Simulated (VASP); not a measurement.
A run of VASP 6.6.1 is set up as follows.

INCAR

```
SYSTEM = InAs
PREC = Accurate
ENCUT = 520
EDIFF = 1E-7
ISMEAR = 0
SIGMA = 0.15
LREAL = .False.
LASPH = .True.
NELM = 60
ALGO = Normal
ISIF = 2
LWAVE = .False.
LCHARG = .False.
GGA = PE
NBANDS = 16
```

KPOINTS

```
regular mesh
0
Gamma
  14 14 14
  0 0 0
```

Contents of POSCAR:

```
InAs
1.0
    0.0000000000      2.9030400000      2.9030400000
    2.9030400000      0.0000000000      2.9030400000
    2.9030400000      2.9030400000      0.0000000000
In As
1 1
Direct
    0.0000000000      0.0000000000      0.0000000000
    0.7500000000      0.7500000000      0.7500000000
```

Potentials or basis: VASP PAW PBE potentials, release 64 (In_d, As).

Launch:

```bash
$ cat potpaw_PBE.64/In_d/POTCAR potpaw_PBE.64/As/POTCAR > POTCAR
$ mpirun -np 1 vasp_std > vasp.out
```

Q: Estimate the pressure.

A: 14.6 GPa.

Q: Predict the band gap on the k mesh.

A: 0.43 eV.

Caveat: the cell differs from its parent crystal (strain -0.040 along x and y, -0.040 along z); the cell stands under pressure; semilocal functionals underestimate gaps, and a narrow one can read as zero; spin-orbit coupling is left out, which moves the levels of the heavy elements.
